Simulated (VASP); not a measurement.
## CdTe: single point with PBE

CdTe:

```
Cd Te
1.0
     0.00000    3.21565    3.21565
     3.21565    0.00000    3.21565
     3.21565    3.21565    0.00000
Cd Te
1 1
Direct
  0.00000 0.00000 0.00000
  0.25000 0.25000 0.25000
```

```
Program                : VASP 6.6.1
Task                   : single point
Functional             : PBE
Potentials or basis    : VASP PAW PBE potentials, release 64 (Cd, Te)
Cutoff                 : 520 eV
k mesh                 : 10 × 10 × 10
Occupations            : gaussian, width 0.05 eV
Spin                   : no spin polarisation
Dipole correction      : no
Further INCAR settings : ALGO = Normal; EDIFF = 1e-06; NBANDS = 16
```

```yaml
Pressure: 3.9 GPa
Band_gap_on_the_k_mesh: 0.84 eV
```

Levels at points of the mesh, in eV from the valence-band top:
```
           k point  band 7  band 8  band 9  band 10  band 11  band 12
(0.00, 0.00, 0.00)    0.00    0.00    0.00     0.84     4.59     4.59
(0.50, 0.00, 0.00)   -4.56   -0.81   -0.81     1.84     5.18     5.18
(0.50, 0.50, 0.00)   -4.42   -1.94   -1.94     2.55     2.66     8.97
```

Run time: 69 s on 1 thread of Intel Xeon 8259CL, with other jobs on the host, peak memory 0.23 GiB.

Caveat: the cell stands under pressure; spin-orbit coupling is left out, which moves the levels of the heavy elements.
